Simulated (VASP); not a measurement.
# SiC (zinc blende) (F-43m) in VASP: notebook

SiC (zinc blende) is run at these levels: PBEsol; tasks: single point.

All numbers are computed with VASP 6.6.1; they aren't measurements. Logs are shortened: lines on timing, memory, paths and dates and some standing lists are left out, and cuts for length are marked.

**1. The cell of the first run**

The structure is cubic, space group F-43m (No. 216). Conventional cell: a = 4.403 Å, b = 4.403 Å, c = 4.403 Å, α = 90.00°, β = 90.00°, γ = 90.00°. Within 2.5 Å of Si (site symmetry -43m) lie 4 C at 1.91 Å. Within 2.5 Å of C (site symmetry -43m) lie 4 Si at 1.91 Å.

**2. Single point, PBEsol (volume scaled by 1.03)**

Input file INCAR:

```
  PREC = Accurate
  ENCUT = 520
  EDIFF = 1E-6
  ISMEAR = 0
  SIGMA = 0.01
  LREAL = F
  LASPH = T
  NELM = 100
  ALGO = Normal
  ISIF = 2
  LWAVE = F
  LCHARG = F
  GGA = PS
  NBANDS = 11
```

Input file KPOINTS:

```
regular mesh
0
Gamma
  10 10 10
```

Input file POSCAR:

```
SiC
1.0
    0.0000000000      2.2015855622      2.2015855622
    2.2015855622      0.0000000000      2.2015855622
    2.2015855622      2.2015855622      0.0000000000
Si C
1 1
Direct
    0.0000000000      0.0000000000      0.0000000000
    0.2500000000      0.2500000000      0.2500000000
```

Potentials or basis: VASP PAW PBE potentials, release 64 (Si, C).

Started as:

```
cat potpaw_PBE.64/Si/POTCAR potpaw_PBE.64/C/POTCAR > POTCAR
mpirun -np 1 vasp_std > vasp.out
```

OUTCAR:

```text
PREC = Accurate
   ENCUT = 520
   EDIFF = 1E-6
   ISMEAR = 0
   LREAL = F
   LASPH = T
   NELM = 100
   ISIF = 2
   GGA = PS

 ion  position               nearest neighbor table
   1  0.000  0.000  0.000-   2 1.91   2 1.91   2 1.91   2 1.91
   2  0.250  0.250  0.250-   1 1.91   1 1.91   1 1.91   1 1.91

  LATTYP: Found a face centered cubic cell.
 ALAT       =     4.4031711244

  Lattice vectors:

 A1 = (   0.0000000000,   2.2015855622,   2.2015855622)
 A2 = (   2.2015855622,   0.0000000000,   2.2015855622)
 A3 = (   2.2015855622,   2.2015855622,   0.0000000000)

Analysis of symmetry for initial positions (statically):
=====================================================================
 Subroutine PRICEL returns:
 Original cell was already a primitive cell.

 Routine SETGRP: Setting up the symmetry group for a
 face centered cubic supercell.

 Subroutine GETGRP returns: Found 24 space group operations
 (whereof 24 operations were pure point group operations)
 out of a pool of 48 trial point group operations.

The static configuration has the point symmetry T_d .

Analysis of symmetry for dynamics (positions and initial velocities):
=====================================================================
 Subroutine PRICEL returns:
 Original cell was already a primitive cell.

 Routine SETGRP: Setting up the symmetry group for a
 face centered cubic supercell.

 Subroutine GETGRP returns: Found 24 space group operations
 (whereof 24 operations were pure point group operations)
 out of a pool of 48 trial point group operations.

The dynamic configuration has the point symmetry T_d .

 Subroutine INISYM returns: Found 24 space group operations
 (whereof 24 operations are pure point group operations),
 and found     1 'primitive' translations

----------------------------------------------------------------------------------------

                                     Primitive cell

  volume of cell :      21.3421

  direct lattice vectors                    reciprocal lattice vectors
     0.000000000  2.201585562  2.201585562    -0.227109047  0.227109047  0.227109047
     2.201585562  0.000000000  2.201585562     0.227109047 -0.227109047  0.227109047
     2.201585562  2.201585562  0.000000000     0.227109047  0.227109047 -0.227109047

  length of vectors
     3.113512161  3.113512161  3.113512161     0.393364409  0.393364409  0.393364409

  position of ions in fractional coordinates (direct lattice)
     0.000000000  0.000000000  0.000000000
     0.250000000  0.250000000  0.250000000

  ion indices of the primitive-cell ions
   primitive index   ion index
                 1           1
                 2           2

----------------------------------------------------------------------------------------

 KPOINTS: regular mesh

Automatic generation of k-mesh.
 Grid dimensions read from file:
 generate k-points for:   10   10   10

 Generating k-lattice:

  Cartesian coordinates                     Fractional coordinates (reciprocal lattice)
    -0.022710905  0.022710905  0.022710905     0.100000000  0.000000000  0.000000000
     0.022710905 -0.022710905  0.022710905     0.000000000  0.100000000  0.000000000
     0.022710905  0.022710905 -0.022710905     0.000000000  0.000000000  0.100000000

  Length of vectors
     0.039336441  0.039336441  0.039336441

  Shift w.r.t. Gamma in fractional coordinates (k-lattice)
     0.000000000  0.000000000  0.000000000

 Subroutine IBZKPT returns following result:
 ===========================================

 Found     47 irreducible k-points:

 Following reciprocal coordinates:
            Coordinates               Weight
  0.000000  0.000000  0.000000      1.000000
  0.100000  0.000000  0.000000      8.000000
  0.200000  0.000000  0.000000      8.000000
  0.300000  0.000000  0.000000      8.000000
  0.400000  0.000000  0.000000      8.000000
  0.500000  0.000000  0.000000      4.000000
[... 16 lines left out ...]
  0.300000  0.300000  0.000000      6.000000
  0.400000  0.300000  0.000000     24.000000
 [... further k-points ...]
   k-points           NKPTS =     47   k-points in BZ     NKDIM =     47   number of bands    NBANDS=     11
   number of dos      NEDOS =    301   number of ions     NIONS =      2
   total plane-waves  NPLWV =  13824
   dimension x,y,z NGX =    24 NGY =   24 NGZ =   24
   dimension x,y,z NGXF=    48 NGYF=   48 NGZF=   48
   ions per type =               1   1
   NGX,Y,Z   is equivalent  to a cutoff of  12.81, 12.81, 12.81 a.u.
   NGXF,Y,Z  is equivalent  to a cutoff of  25.63, 25.63, 25.63 a.u.
 SYSTEM =  unknown system
   PREC   = accura    normal or accurate (medium, high low for compatibility)
   ISTART =      0    job   : 0-new  1-cont  2-samecut
   ICHARG =      2    charge: 1-file 2-atom 10-const
   ISPIN  =      1    spin polarized calculation?
   LNONCOLLINEAR =      F non collinear calculations
   LSORBIT =      F    spin-orbit coupling
   LASPH  =      T    aspherical Exc in radial PAW
   ENCUT  =  520.0 eV  38.22 Ry    6.18 a.u.   5.79  5.79  5.79*2*pi/ulx,y,z
   NELM   =    100;   NELMIN=  2; NELMDL= -5     # of ELM steps
   EDIFF  = 0.1E-05   stopping-criterion for ELM
   LREAL  =      F    real-space projection
   EDIFFG = 0.1E-04   stopping-criterion for IOM
   NSW    =      0    number of steps for IOM
   IBRION =     -1    ionic relax: 0-MD 1-quasi-New 2-CG
   NFREE  =      0    steps in history (QN), initial steepest desc. (CG)
   ISIF   =      2    stress and relaxation
   ISYM   =      2    0-nonsym 1-usesym 2-fastsym
   POTIM  = 0.5000    time-step for ionic-motion
   TEBEG  =    0.0;   TEEND  =   0.0 temperature during run
   PSTRESS=    0.0 pullay stress
   NELECT =       8.0000    total number of electrons
   NUPDOWN=      -1.0000    fix difference up-down
   EMIN   =  10.00;   EMAX   =-10.00  energy-range for DOS
   EFERMI =   0.00;   METHOD = LEGACY
   ISMEAR =     0;   SIGMA  =   0.01  broadening in eV -4-tet -1-fermi 0-gaus
   EFERMI_NEDOS =   21; number of points for ismear=-14 and -15
   IALGO  =     38    algorithm
   IMIX   =      4    mixing-type and parameters
     AMIX     =   0.40;   BMIX     =  1.00
     AMIX_MAG =   1.60;   BMIX_MAG =  1.00
  volume/ion in A,a.u.               =      10.67        72.01
  Fermi-wavevector in a.u.,A,eV,Ry     =   1.180391  2.230616 18.957312  1.393323
  Thomas-Fermi vector in A             =   2.316684
   LORBIT       =      0    0 simple, 1 ext, 2 COOP (PROOUT), +10 PAW based schemes
   GGA     = PS    functional components
   LHFCALC =     F    Hartree Fock is set to
   AEXX    =    0.0000 exact exchange contribution
   IVDW    =     0    specifies the selected vdW correction
   LEPSILON=     F    determine dielectric tensor
   LRPA    =     F    only Hartree local field effects (RPA)
 non-spin polarized calculation
 Gauss-broadening in eV      SIGMA  =   0.01
  energy-cutoff  :      520.00
  volume of cell :       21.34
 maximum number of plane-waves:       589
   NGX = 11   NGY = 11   NGZ = 11

 number of electron       8.0000001 magnetization

 Free energy of the ion-electron system (eV)
  ---------------------------------------------------
  ext. energy  EPLUGINS =         0.00000000
  ---------------------------------------------------
  free energy    TOTEN  =       -15.90240978 eV

  energy without entropy =      -15.90240978  energy(sigma->0) =      -15.90240978

 E-fermi :   7.8352     XC(G=0): -11.3722

 val. band max:        7.7128675627   @ k =   0.0000   0.0000   0.0000
 cond. band min:       8.9740406625   @ k =   0.5000   0.5000   0.0000
 fundamental gap:      1.2611730998
 Fermi energy:         7.8352017762

 k-point     1 :       0.0000    0.0000    0.0000
  band No.  band energies     occupation
      1      -7.4698      2.00000
      2       7.7129      2.00000
      3       7.7129      2.00000
      4       7.7129      2.00000
      5      13.5419      0.00000
      6      14.7459      0.00000
      7      14.7459      0.00000
      8      14.7459      0.00000
      9      21.9899      0.00000
     10      21.9899      0.00000
     11      23.5023      0.00000

 k-point     2 :       0.1000    0.0000    0.0000
  band No.  band energies     occupation
      1      -7.2785      2.00000
      2       6.7012      2.00000
      3       7.5789      2.00000
      4       7.5789      2.00000
      5      13.8375      0.00000
      6      14.9858      0.00000
      7      14.9858      0.00000
      8      14.9862      0.00000
      9      21.0394      0.00000
     10      21.0394      0.00000
     11      23.4999      0.00000

 k-point     3 :       0.2000    0.0000    0.0000
  band No.  band energies     occupation
      1      -6.7128      2.00000
      2       4.5996      2.00000
      3       7.2722      2.00000
      4       7.2722      2.00000
      5      13.5801      0.00000
      6      15.3490      0.00000
      7      15.3490      0.00000
      8      16.1479      0.00000
      9      20.3726      0.00000
     10      20.3726      0.00000
     11      22.6488      0.00000

 k-point     4 :       0.3000    0.0000    0.0000
  band No.  band energies     occupation
      1      -5.8079      2.00000
      2       2.3209      2.00000
      3       6.9574      2.00000
      4       6.9574      2.00000
      5      13.1732      0.00000
      6      15.2408      0.00000
      7      15.2408      0.00000
      8      17.1311      0.00000
      9      21.1476      0.00000
     10      21.1476      0.00000
     11      22.3487      0.00000
[... 239 lines left out ...]
 k-point    22 :      -0.2000    0.2000    0.0000
  band No.  band energies     occupation
      1      -5.5040      2.00000
      2       2.9446      2.00000
      3       4.5192      2.00000
      4       7.0636      2.00000
      5      14.0341      0.00000
      6      15.3846      0.00000
      7      15.8209      0.00000
      8      16.5409      0.00000
      9      19.0179      0.00000
     10      22.7004      0.00000
     11      26.4061      0.00000

 k-point    23 :       0.3000    0.3000    0.0000
  band No.  band energies     occupation
      1      -5.2430      2.00000
      2       3.3638      2.00000
      3       5.3742      2.00000
      4       5.3742      2.00000
      5      10.7196      0.00000
      6      13.0917      0.00000
      7      18.8845      0.00000
      8      18.8845      0.00000
      9      19.6850      0.00000
     10      24.5139      0.00000
     11      28.9361      0.00000

 k-point    24 :       0.4000    0.3000    0.0000
  band No.  band energies     occupation
      1      -4.3914      2.00000
      2       2.1609      2.00000
      3       4.5908      2.00000
      4       5.1153      2.00000
      5      10.4454      0.00000
      6      13.0981      0.00000
      7      18.9384      0.00000
      8      19.2864      0.00000
      9      21.0326      0.00000
     10      25.4443      0.00000
     11      28.4026      0.00000

 [... further k-points ...]

------------------------ aborting loop because EDIFF is reached ----------------------------------------

  FORCE on cell =-STRESS in cart. coord.  units (eV):
  Direction    XX          YY          ZZ          XY          YZ          ZX
  --------------------------------------------------------------------------------------
  -------------------------------------------------------------------------------------
  Total       -0.8371614     -0.8371614     -0.8371614     -0.0000000     -0.0000000      0.0000000
  in kB      -62.8467886    -62.8467886    -62.8467886     -0.0000000     -0.0000000      0.0000000
  external PRESSURE =     -62.8467886 kB  Pullay stress =       0.0000000 kB

 VOLUME and BASIS-vectors are now :
 -----------------------------------------------------------------------------
  energy-cutoff  :      520.00
  volume of cell :       21.34
      direct lattice vectors                 reciprocal lattice vectors
     0.000000000  2.201585562  2.201585562    -0.227109047  0.227109047  0.227109047
     2.201585562  0.000000000  2.201585562     0.227109047 -0.227109047  0.227109047
     2.201585562  2.201585562  0.000000000     0.227109047  0.227109047 -0.227109047

 POSITION                                       TOTAL-FORCE (eV/Angst)
 -----------------------------------------------------------------------------------
      0.00000      0.00000      0.00000         0.000000      0.000000      0.000000
      1.10079      1.10079      1.10079        -0.000000     -0.000000     -0.000000
 -----------------------------------------------------------------------------------
    total drift:                                0.000000      0.000000      0.000000

  FREE ENERGIE OF THE ION-ELECTRON SYSTEM (eV)
  ---------------------------------------------------
  free  energy   TOTEN  =       -15.9024097757 eV

  energy  without entropy=      -15.9024097757  energy(sigma->0) =      -15.90240978
```

It took 3.7 s on 1 thread of Intel Xeon 6975P-C (Granite Rapids), shared host; peak memory 0.13 GiB.

What came out:

```yaml
Free_energy: -15.9024 eV
Pressure: -6.3 GPa
Band_gap_on_the_k_mesh: 1.26 eV, indirect (least direct gap 4.41 eV)
```

Caveat: the PAW data sets were made with another functional, which shifts forces and pressure a little.

(Continued in part 2 of 2.)
